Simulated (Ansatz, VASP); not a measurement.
## ZnO in VASP and in Ansatz

The input INCAR:

```
ALGO = Normal
EDIFF = 1E-6
ENCUT = 520
ISIF = 2
ISMEAR = -1
LASPH = True
LCHARG = False
LREAL = False
LWAVE = False
NBANDS = 26
NELM = 80
PREC = Accurate
SIGMA = 0.01
```

The input KPOINTS:

```
k-points
0
Gamma
  8 8 5
```

File POSCAR:

```
ZnO
1.0
    3.3131286040      0.0000000000      0.0000000000
   -1.6565643020      2.8692535371      0.0000000000
    0.0000000000      0.0000000000      5.3058612053
Zn O
2 2
Direct
    0.3333333333      0.6666666667      0.0000000000
    0.6666666667      0.3333333333      0.5000000000
    0.3333333333      0.6666666667      0.3821000000
    0.6666666667      0.3333333333      0.8821000000
```

Input for Ansatz:

```yaml
crystal:
  lattice:
    - [3.313128604, 0.0, 0.0]
    - [-1.656564302, 2.8692535371, 0.0]
    - [0.0, 0.0, 5.3058612053]
  atoms:
    - { symbol: Zn, position: [0.3333333333, 0.6666666667, 0.0] }
    - { symbol: Zn, position: [0.6666666667, 0.3333333333, 0.5] }
    - { symbol: O, position: [0.3333333333, 0.6666666667, 0.3821] }
    - { symbol: O, position: [0.6666666667, 0.3333333333, 0.8821] }
kpoints:
  mp_grid: { grid: [8, 8, 5] }
  band_path:
    path:
      - [0.0, 0.0, 0.0]
      - [0.5, 0.0, 0.0]
      - [0.3333333333, 0.3333333333, 0.0]
      - [0.0, 0.0, 0.0]
      - [0.0, 0.0, 0.5]
      - [0.5, 0.0, 0.5]
      - [0.3333333333, 0.3333333333, 0.5]
      - [0.0, 0.0, 0.5]
      - [0.5, 0.0, 0.5]
    npoints: 5
scf:
  occupations: { method: fermi_dirac, width: 0.01 }
hamiltonian:
  xc: lda
  pseudopotentials: { kind: all_electron, lapw: { basis_error: 0.0005 } }
output:
  forces: true
  stress: true
  eigenvalues: true
```

Change from the starting cell: volume scaled by 1.06.

Alike in both runs: task single point; functional LDA; k mesh 8 × 8 × 5; occupations fermi-dirac, width 0.01 eV; no spin polarisation.

|  | VASP | Ansatz |
| --- | --- | --- |
| version | VASP 6.6.1 | Ansatz 0.2.0 |
| potentials or method | VASP PAW LDA potentials, release 64 (Zn, O), cutoff 520 eV | all-electron LAPW, scalar-relativistic |

|  | VASP | Ansatz | Ansatz less VASP |
| --- | --- | --- | --- |
| gap on the k mesh at the Fermi level (eV) | 0.65 | 0.65 | +0.004 |
| pressure (GPa) | -12.8 | -13.6 | -0.78 |
| traceless stress, the component that is largest in VASP (GPa) | 0.53 | 0.54 | +0.009 |
| rms of the force components (eV/Å) | 0.023 | 0.023 | -0.0002 |

LDA's correlation is that of Perdew and Zunger in VASP and of Perdew and Wang (1992) in Ansatz. Atom by atom the forces differ by 0.000 eV/Å (rms over components). Ansatz ran all-electron here, and VASP with PAW potentials.
